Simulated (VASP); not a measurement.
# SnSe (Fm-3m) in VASP: further runs

The runs below take SnSe through relaxation of cell and atoms, single point, with PBEsol.

Everything below comes from runs of VASP 6.6.1. Logs are shortened: lines on timing, memory, paths and dates and some standing lists are left out, and cuts for length are marked.

### Step 1. The cell of the first run

The structure is cubic, space group Fm-3m (No. 225). Conventional cell: a = 5.946 Å, b = 5.946 Å, c = 5.946 Å, α = 90.00°, β = 90.00°, γ = 90.00°. Within 3.9 Å of Sn (site symmetry m-3m) lie 6 Se at 2.97 Å. Se (site symmetry m-3m) has 6 Sn at 2.97 Å within 3.9 Å.

### Step 2. Relaxation of cell and atoms, PBEsol

Contents of INCAR:

```
  PREC = Accurate
  ENCUT = 600
  EDIFF = 1E-6
  ISMEAR = 0
  SIGMA = 0.01
  LREAL = F
  LASPH = T
  NELM = 100
  ALGO = Normal
  ISIF = 3
  LWAVE = F
  LCHARG = F
  GGA = PS
  IBRION = 2
  NSW = 80
  EDIFFG = -0.001
```

Contents of KPOINTS:

```
Automatic mesh
0
Gamma
  8 8 8
```

Contents of POSCAR:

```
SnSe
1.0
    0.0000000000      2.9727546667      2.9727546667
    2.9727546667      0.0000000000      2.9727546667
    2.9727546667      2.9727546667      0.0000000000
Sn Se
1 1
Direct
    0.0000000000      0.0000000000      0.0000000000
    0.5000000000      0.5000000000      0.5000000000
```

Potentials or basis: VASP PAW PBE potentials, release 64 (Sn_d, Se).

Command:

```bash
cat potpaw_PBE.64/Sn_d/POTCAR potpaw_PBE.64/Se/POTCAR > POTCAR
mpirun -np 1 vasp_std > vasp.out
```

OUTCAR:

```text
PREC = Accurate
   ENCUT = 600
   EDIFF = 1E-6
   ISMEAR = 0
   LREAL = F
   LASPH = T
   NELM = 100
   ISIF = 3
   GGA = PS
   IBRION = 2
   NSW = 80
   EDIFFG = -0.001

 ion  position               nearest neighbor table
   1  0.000  0.000  0.000-   2 2.97   2 2.97   2 2.97   2 2.97   2 2.97   2 2.97
   2  0.500  0.500  0.500-   1 2.97   1 2.97   1 2.97   1 2.97   1 2.97   1 2.97

  LATTYP: Found a face centered cubic cell.
 ALAT       =     5.9455093334

  Lattice vectors:

 A1 = (   0.0000000000,   2.9727546667,   2.9727546667)
 A2 = (   2.9727546667,   0.0000000000,   2.9727546667)
 A3 = (   2.9727546667,   2.9727546667,   0.0000000000)

Analysis of symmetry for initial positions (statically):
=====================================================================
 Subroutine PRICEL returns:
 Original cell was already a primitive cell.

 Routine SETGRP: Setting up the symmetry group for a
 face centered cubic supercell.

 Subroutine GETGRP returns: Found 48 space group operations
 (whereof 48 operations were pure point group operations)
 out of a pool of 48 trial point group operations.

The static configuration has the point symmetry O_h .

Analysis of symmetry for dynamics (positions and initial velocities):
=====================================================================
 Subroutine PRICEL returns:
 Original cell was already a primitive cell.

 Routine SETGRP: Setting up the symmetry group for a
 face centered cubic supercell.

 Subroutine GETGRP returns: Found 48 space group operations
 (whereof 48 operations were pure point group operations)
 out of a pool of 48 trial point group operations.

The dynamic configuration has the point symmetry O_h .

 Subroutine INISYM returns: Found 48 space group operations
 (whereof 48 operations are pure point group operations),
 and found     1 'primitive' translations

----------------------------------------------------------------------------------------

                                     Primitive cell

  volume of cell :      52.5421

  direct lattice vectors                    reciprocal lattice vectors
     0.000000000  2.972754667  2.972754667    -0.168194169  0.168194169  0.168194169
     2.972754667  0.000000000  2.972754667     0.168194169 -0.168194169  0.168194169
     2.972754667  2.972754667  0.000000000     0.168194169  0.168194169 -0.168194169

  length of vectors
     4.204109967  4.204109967  4.204109967     0.291320846  0.291320846  0.291320846

  position of ions in fractional coordinates (direct lattice)
     0.000000000  0.000000000  0.000000000
[... 97 lines left out ...]
     AMIX     =   0.40;   BMIX     =  1.00
     AMIX_MAG =   1.60;   BMIX_MAG =  1.00
  volume/ion in A,a.u.               =      26.27       177.29
  Fermi-wavevector in a.u.,A,eV,Ry     =   1.186449  2.242064 19.152396  1.407661
  Thomas-Fermi vector in A             =   2.322622
   LORBIT       =      0    0 simple, 1 ext, 2 COOP (PROOUT), +10 PAW based schemes
   GGA     = PS    functional components
   LHFCALC =     F    Hartree Fock is set to
   AEXX    =    0.0000 exact exchange contribution
   IVDW    =     0    specifies the selected vdW correction
   LEPSILON=     F    determine dielectric tensor
   LRPA    =     F    only Hartree local field effects (RPA)
 conjugate gradient relaxation of ions
 non-spin polarized calculation
 Gauss-broadening in eV      SIGMA  =   0.01
  energy-cutoff  :      600.00
  volume of cell :       52.54
 maximum number of plane-waves:      1807
 NGX is ok and might be reduce to    36
   NGX = 17   NGY = 17   NGZ = 17

--------------------------------------- Ionic step        1  -------------------------------------------

 number of electron      19.9999998 magnetization

 Free energy of the ion-electron system (eV)
  ---------------------------------------------------
  ext. energy  EPLUGINS =         0.00000000
  ---------------------------------------------------
  free energy    TOTEN  =        -8.98596564 eV

  energy without entropy =       -8.98596564  energy(sigma->0) =       -8.98596564

------------------------ aborting loop because EDIFF is reached ----------------------------------------

  FORCE on cell =-STRESS in cart. coord.  units (eV):
  Direction    XX          YY          ZZ          XY          YZ          ZX
  --------------------------------------------------------------------------------------
  -------------------------------------------------------------------------------------
  Total        0.0133241      0.0133241      0.0133241      0.0000000     -0.0000000      0.0000000
  in kB        0.4062951      0.4062951      0.4062951      0.0000000     -0.0000000      0.0000000
  external PRESSURE =       0.4062951 kB  Pullay stress =       0.0000000 kB
[... 167 lines left out ...]
--------------------------------------- Ionic step        6  -------------------------------------------

 number of electron      19.9999998 magnetization

 Free energy of the ion-electron system (eV)
  ---------------------------------------------------
  ext. energy  EPLUGINS =         0.00000000
  ---------------------------------------------------
  free energy    TOTEN  =        -8.98597341 eV

  energy without entropy =       -8.98597341  energy(sigma->0) =       -8.98597341

 E-fermi :   5.8731     XC(G=0):  -9.9420

 val. band max:        5.7412042723   @ k =   0.5000   0.0000   0.0000
 cond. band min:       6.4889297004   @ k =  -0.3750   0.1250   0.0000
 fundamental gap:      0.7477254280
 Fermi energy:         5.8731200133

 k-point     1 :       0.0000    0.0000    0.0000
  band No.  band energies     occupation
      1     -15.6269      2.00000
      2     -15.6269      2.00000
      3     -15.6259      2.00000
      4     -15.6259      2.00000
      5     -15.6259      2.00000
      6      -8.2794      2.00000
      7       0.8649      2.00000
      8       3.5648      2.00000
      9       3.5648      2.00000
     10       3.5648      2.00000
     11      10.2761      0.00000
     12      10.2761      0.00000
     13      10.2761      0.00000
     14      11.6133      0.00000
[... 377 lines left out ...]
      1     -15.6436      2.00000
      2     -15.6309      2.00000
      3     -15.6201      2.00000
      4     -15.6155      2.00000
      5     -15.6093      2.00000
      6      -7.0914      2.00000
      7      -1.9739      2.00000
      8       1.9323      2.00000
      9       2.5111      2.00000
     10       5.0732      2.00000
     11       6.8275      0.00000
     12       9.0040      0.00000
     13       9.9647      0.00000
     14      12.9973      0.00000

 [... further k-points ...]
[... 5 lines left out ...]
  --------------------------------------------------------------------------------------
  -------------------------------------------------------------------------------------
  Total       -0.0015116     -0.0015116     -0.0015116     -0.0000000      0.0000000      0.0000000
  in kB       -0.0460574     -0.0460574     -0.0460574     -0.0000000      0.0000000      0.0000000
  external PRESSURE =      -0.0460574 kB  Pullay stress =       0.0000000 kB
[... 17 lines left out ...]
  FREE ENERGIE OF THE ION-ELECTRON SYSTEM (eV)
  ---------------------------------------------------
  free  energy   TOTEN  =        -8.9859734079 eV

  energy  without entropy=       -8.9859734079  energy(sigma->0) =       -8.98597341

 reached required accuracy - stopping structural energy minimisation
```

OSZICAR:

```text
N       E                     dE             d eps       ncg     rms          rms(c)
DAV:   1     0.141870864285E+03    0.14187E+03   -0.11016E+04   830   0.192E+03
DAV:   2     0.440190169067E+01   -0.13747E+03   -0.13486E+03   860   0.427E+02
DAV:   3    -0.881765558331E+01   -0.13220E+02   -0.13161E+02  1076   0.110E+02
DAV:   4    -0.913080967419E+01   -0.31315E+00   -0.31304E+00   872   0.189E+01
[... 27 lines left out ...]
DAV:   1    -0.898597418040E+01    0.52230E-07   -0.16456E-05   860   0.675E-02    0.484E-03
DAV:   2    -0.898597354731E+01    0.63309E-06   -0.11141E-06   442   0.189E-02
   5 F= -.89859735E+01 E0= -.89859735E+01  d E =-.790810E-05
       N       E                     dE             d eps       ncg     rms          rms(c)
DAV:   1    -0.898597355524E+01    0.62516E-06   -0.21680E-06   662   0.250E-02    0.242E-03
DAV:   2    -0.898597340790E+01    0.14734E-06   -0.25018E-07   442   0.933E-03
   6 F= -.89859734E+01 E0= -.89859734E+01  d E =-.776869E-05
```

CONTCAR:

```text
SnSe
   1.00000000000000
     0.0000000000000000    2.9735646825250988    2.9735646825250988
     2.9735646825250988   -0.0000000000000000    2.9735646825250988
     2.9735646825250988    2.9735646825250988    0.0000000000000000
  Sn              Se
     1     1
Direct
     0.0000000000000000    0.0000000000000000    0.0000000000000000
     0.5000000000000000    0.5000000000000000    0.5000000000000000

  0.00000000E+00  0.00000000E+00  0.00000000E+00
  0.00000000E+00  0.00000000E+00  0.00000000E+00
```

It took 91 s on 1 thread of Intel Xeon 8259CL, shared host; peak memory 0.23 GiB.

What came out:

```
Free energy                           : -8.9860 eV
Relaxed volume                        : 26.29 Å³/atom
Relaxed cell                          : a = 4.205 Å, b = 4.205 Å, c = 4.205 Å, α = 60.00°, β = 60.00°, γ = 60.00°
Space group after relaxing (to 0.1 Å) : Fm-3m (No. 225)
Energy gained by relaxing             : 0.0 meV/atom
Ionic steps                           : 6
Pressure after relaxing               : 0.0 GPa
Band gap on the k mesh                : 0.75 eV (least direct gap 0.82 eV)
```

Final structure:
```
Sn Se
1.0
     0.00000    2.97356    2.97356
     2.97356    0.00000    2.97356
     2.97356    2.97356    0.00000
Sn Se
1 1
Cartesian
  0.0000 0.0000 0.0000
  2.9736 2.9736 2.9736
```

Caveat: the PAW data sets were made with another functional, which shifts forces and pressure a little; spin-orbit coupling is left out, which moves the levels of the heavy elements.

### Step 3. Relaxation of cell and atoms, PBEsol, target pressure 20 GPa, at which the enthalpy is minimised

Contents of INCAR:

```
SYSTEM = SnSe
PREC = Accurate
ENCUT = 600
EDIFF = 1E-7
ISMEAR = 0
SIGMA = 0.01
LREAL = .FALSE.
LASPH = .TRUE.
NELM = 100
ALGO = Normal
ISIF = 3
LWAVE = .FALSE.
LCHARG = .FALSE.
GGA = PS
IBRION = 2
NSW = 80
EDIFFG = -0.001
PSTRESS = 200.0
```

Contents of KPOINTS:

```
Automatic mesh
0
G
  8 8 8
  0 0 0
```

POSCAR is that of step 2.

Potentials or basis: VASP PAW PBE potentials, release 64 (Sn_d, Se).

Command:

```bash
cat potpaw_PBE.64/Sn_d/POTCAR potpaw_PBE.64/Se/POTCAR > POTCAR
mpirun -np 1 vasp_std > vasp.out
```

It took 3 min on 1 thread of Intel Xeon 8259CL, shared host; peak memory 0.23 GiB.

Results (log left out):

* Free energy: -8.4537 eV
* Relaxed volume: 21.11 Å³/atom
* Relaxed cell: a = 3.908 Å, b = 3.908 Å, c = 3.908 Å, α = 60.00°, β = 60.00°, γ = 60.00°
* Space group after relaxing (to 0.1 Å): Fm-3m (No. 225)
* Energy change on relaxing (the run minimises the enthalpy): +266.1 meV/atom
* Ionic steps: 7
* Pressure after relaxing: 20.0 GPa
* Band gap on the k mesh: 0.44 eV (least direct gap 0.45 eV)

The path:
```tsv
step	energy change (eV)	largest force (eV/Å)	pressure (GPa)	volume (Å³)
1	0.0000	0.0000	0.04	52.54
2	3.6939	0.0000	87.63	31.38
3	0.4510	0.0000	17.90	42.90
4	0.5112	0.0000	19.45	42.39
5	0.5344	0.0000	20.06	42.20
6	0.5288	0.0000	19.92	42.24
7	0.5322	0.0000	20.00	42.22
```

Final structure:
```yaml
crystal:
  lattice:
    - [0.00000, 2.76364, 2.76364]
    - [2.76364, 0.00000, 2.76364]
    - [2.76364, 2.76364, 0.00000]
  atoms:
    - { symbol: Sn, position: [0.00000, 0.00000, 0.00000] }
    - { symbol: Se, position: [0.50000, 0.50000, 0.50000] }
```

Levels at points of the mesh, in eV from the valence-band top:
```
           k point  band 8  band 9  band 10  band 11  band 12  band 13
(0.00, 0.00, 0.00)   -3.42   -3.42    -3.42     4.85     4.85     4.85
(0.50, 0.00, 0.00)   -3.07   -3.07    -0.74     0.51     0.51     1.29
(0.50, 0.50, 0.00)   -6.60   -5.43    -5.43     1.52     6.46     6.46
```

Caveat: the cell is relaxed towards a set pressure, so the run minimises the enthalpy, not the energy; the volume moved by over 15 % at a fixed basis, so the end points are rough; the PAW data sets were made with another functional, which shifts forces and pressure a little; spin-orbit coupling is left out, which moves the levels of the heavy elements. A k mesh can miss the band edges.

### Step 4. Single point, PBEsol

This run uses another cell than the first one, of 19.69 Å³/atom.

Contents of INCAR:

```
SYSTEM = SnSe
PREC = Accurate ; ENCUT = 520
EDIFF = 1E-6 ; ISMEAR = 0
SIGMA = 0.01 ; LREAL = .FALSE.
LASPH = .TRUE. ; NELM = 80
ALGO = Normal ; ISIF = 2
LWAVE = .FALSE. ; LCHARG = .TRUE.
GGA = PS ; LELF = .TRUE.
LVHAR = .TRUE. ; NBANDS = 17
```

Contents of KPOINTS:

```
regular mesh
0
G
  12 12 12
  0 0 0
```

Contents of POSCAR:

```
SnSe
1.0
    0.0000000000      2.7001021016      2.7001021016
    2.7001021016      0.0000000000      2.7001021016
    2.7001021016      2.7001021016      0.0000000000
Sn Se
1 1
Direct
    0.0000000000      0.0000000000      0.0000000000
    0.5000000000      0.5000000000      0.5000000000
```

Command:

```bash
cat potpaw_PBE.64/Sn_d/POTCAR potpaw_PBE.64/Se/POTCAR > POTCAR
mpirun -np 1 vasp_std > vasp.out
```

It took 78 s on 1 thread of Intel Xeon 8259CL, shared host; peak memory 0.19 GiB.

The run converged. Its results:

* Free energy: -7.9999 eV
* Pressure: 30.2 GPa
* Band gap on the k mesh: zero (bands 10 and 11 overlap by 0.01 eV)

Levels at points of the mesh, in eV from the Fermi level:
```
           k point  band 6  band 7  band 8  band 9  band 10  band 11  band 12  band 13  band 14  band 15
(0.00, 0.00, 0.00)  -17.13   -4.19   -3.73   -3.73    -3.73     4.84     4.84     4.84     5.07     5.07
(0.50, 0.00, 0.00)  -15.30  -10.74   -3.34   -3.34    -0.89     0.34     0.34     1.60     8.67    10.04
(0.50, 0.50, 0.00)  -14.49   -8.63   -6.72   -5.93    -5.93     1.15     6.87     6.87     7.73    11.16
```

Caveat: the cell stands under pressure; semilocal functionals underestimate gaps, so a narrow gap can read as zero; the PAW data sets were made with another functional, which shifts forces and pressure a little; spin-orbit coupling is left out, which moves the levels of the heavy elements.

### Step 5. The runs side by side

```tsv
task	cell	k mesh	cutoff (eV)	gap on the mesh (eV)	pressure (GPa)
relaxation of cell and atoms	relaxed from a = 4.204 Å, angles 60.0°, 2 atoms	8 × 8 × 8	600	0.75	0.0
relaxation of cell and atoms	relaxed to 20 GPa from a = 4.204 Å, angles 60.0°, 2 atoms	8 × 8 × 8	600	0.44	20.0
single point	a = 3.819 Å, angles 60.0°, 2 atoms	12 × 12 × 12	520	none	30.2
```

Alike in all rows: level PBEsol; potentials or basis VASP PAW PBE potentials, release 64 (Sn_d, Se); no spin polarisation; smearing gaussian 0.01 eV.

Caveats: the PAW data sets were made with another functional, which shifts forces and pressure a little; spin-orbit coupling is left out, which moves the levels of the heavy elements; the cell is relaxed towards a set pressure, so the run minimises the enthalpy, not the energy (at least some runs); the volume moved by over 15 % at a fixed basis, so the end points are rough (at least some runs); the cell stands under pressure (at least some runs); semilocal functionals underestimate gaps, so a narrow gap can read as zero (at least some runs).

Total energies depend on the potentials used, so only differences within one code and one set of settings carry meaning.
